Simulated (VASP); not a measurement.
SiO2, 12 atoms in the cell. The structure is hexagonal, space group P6_322 (No. 182). Conventional cell: a = 5.069 Å, b = 5.069 Å, c = 8.558 Å, α = 90.00°, β = 90.00°, γ = 120.00°. Si (site symmetry 3) has 4 O at 1.60 to 1.61 Å within 2.1 Å. Within 2.1 Å of O (site symmetry 2) lie 2 Si at 1.61 Å. O (site symmetry 32) has 2 Si at 1.60 Å within 2.1 Å. 

```yaml
Program: VASP 6.6.1
Task: single point
Functional: PBEsol
Potentials_or_basis: VASP PAW PBE potentials, release 64 (Si, O)
Cutoff: 600 eV
k_mesh: 6 × 6 × 2
Occupations: gaussian, width 0.01 eV
Spin: no spin polarisation
Dipole_correction: no
Further_INCAR_settings: ALGO = Normal; EDIFF = 1e-06; NBANDS = 44
```

Potentials or basis: VASP PAW PBE potentials, release 64 (Si, O).

Launch:

```sh
$ cat potpaw_PBE.64/Si/POTCAR potpaw_PBE.64/O/POTCAR > POTCAR
$ mpirun -np 1 vasp_std > vasp.out
```

Hardware: 1 thread of Oxide Virtual Turin-like Processor, on a shared host.

Q: How long does it take, and how much memory?

A: It took 3 min on 1 thread of Oxide Virtual Turin-like Processor, on a shared host, peak memory 0.33 GiB. Counts: scf iterations 14, k points 14.
